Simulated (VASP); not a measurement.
Input of a VASP 6.6.1 run:

Contents of INCAR:

```
PREC = Accurate
ENCUT = 520
EDIFF = 1E-6
ISMEAR = 0
SIGMA = 0.15
LREAL = F
LASPH = T
NELM = 60
ALGO = Fast
ISIF = 2
LWAVE = F
LCHARG = F
NBANDS = 16
```

File KPOINTS:

```
regular mesh
0
Gamma
  10 10 14
```

File POSCAR:

```
Al2Cu
1.0
    4.3252000000      0.0000000000      0.0000000000
    0.0000000000      4.3252000000      0.0000000000
    0.0000000000      0.0000000000      3.0471000000
Al Cu
2 1
Direct
    0.5000000000      0.0000000000      0.5000000000
    0.0000000000      0.5000000000      0.5000000000
    0.0000000000      0.0000000000      0.0000000000
```

Potentials or basis: VASP PAW LDA potentials, release 64 (Al, Cu).

Command:

```console
$ cat potpaw_LDA.64/Al/POTCAR potpaw_LDA.64/Cu/POTCAR > POTCAR
$ mpirun -np 1 vasp_std > vasp.out
```

**Question.** What does it give for the pressure?

**Answer.** -13.1 GPa.

Stress tensor (GPa, compression positive):
```
-12.73   0.00   0.00
  0.00 -12.73   0.00
  0.00   0.00 -13.76
```
